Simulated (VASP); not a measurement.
Crystal: Rb.

```xyz
1
Lattice="-2.8025 2.8025 2.8025 2.8025 -2.8025 2.8025 2.8025 2.8025 -2.8025" Properties=species:S:1:pos:R:3 pbc="T T T"
Rb    0.0000    0.0000    0.0000
```

* Program: VASP 6.6.1
* Task: relaxation of volume and atoms at fixed shape
* Functional: LDA
* Potentials or basis: VASP PAW LDA potentials, release 64 (Rb_sv)
* Cutoff: 600 eV
* k mesh: 6 × 6 × 6
* Occupations: methfessel-paxton, width 0.05 eV
* Spin: no spin polarisation

At the start: pressure -0.3 GPa; volume 88.04 Å³/atom.

Q: How do energy, volume and symmetry change on relaxing?

A: Over 6 steps the energy falls by 11.3 meV/atom and the volume is 78.25 Å³/atom (-11.1 %); space group Im-3m (No. 229, to 0.05 Å).

Step by step:
```csv
step,energy change (eV),largest force (eV/Å),pressure (GPa),volume (Å³)
1,0.0000,0.0000,-0.33,88.04
2,-0.0044,0.0000,-0.27,85.72
3,-0.0108,0.0000,-0.06,80.10
4,-0.0112,0.0000,-0.03,78.81
5,-0.0112,0.0000,0.03,77.68
6,-0.0113,0.0000,0.01,78.25
```

Final structure:
```
Rb
1.0
    -2.69447    2.69447    2.69447
     2.69447   -2.69447    2.69447
     2.69447    2.69447   -2.69447
Rb
1
Direct
  0.00000 0.00000 0.00000
```

Caveat: the volume moved by -11 % from the deposited cell, more than functionals usually miss.
